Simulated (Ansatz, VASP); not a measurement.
# One calculation of Li2Se, two programs

```
CELL_PARAMETERS angstrom
0.00000 2.99346 2.99346
2.99346 0.00000 2.99346
2.99346 2.99346 0.00000
ATOMIC_POSITIONS crystal
Li 0.25000 0.25000 0.25000
Li 0.75000 0.75000 0.75000
Se 0.00000 0.00000 0.00000
```

Alike in both runs: task single point; functional r2SCAN; k mesh 6 × 6 × 6; no spin polarisation.

|  | VASP | Ansatz |
| --- | --- | --- |
| version | VASP 6.6.1 | Ansatz 0.2.0 |
| potentials or method | VASP PAW PBE potentials, release 64 (Li_sv, Se) | plane waves |
| plane-wave cutoff (eV) | 830 | 500 |
| occupations | gaussian, width 0.01 eV | fixed |
| valence electrons in the cell | 12 | 22 |

VASP gave:

```
gap on the k mesh at the Fermi level (eV) : 3.46
pressure (GPa)                            : -0.2
```

Q: What did Ansatz give for the same quantities?

A: gap on the k mesh at the Fermi level (eV): 3.48; pressure (GPa): 0.0.

VASP's potentials were made for PBE, not for r2SCAN. VASP's potentials hold 12 valence electrons a cell and Ansatz's 22, so a difference there can come from the potentials and not from the codes.
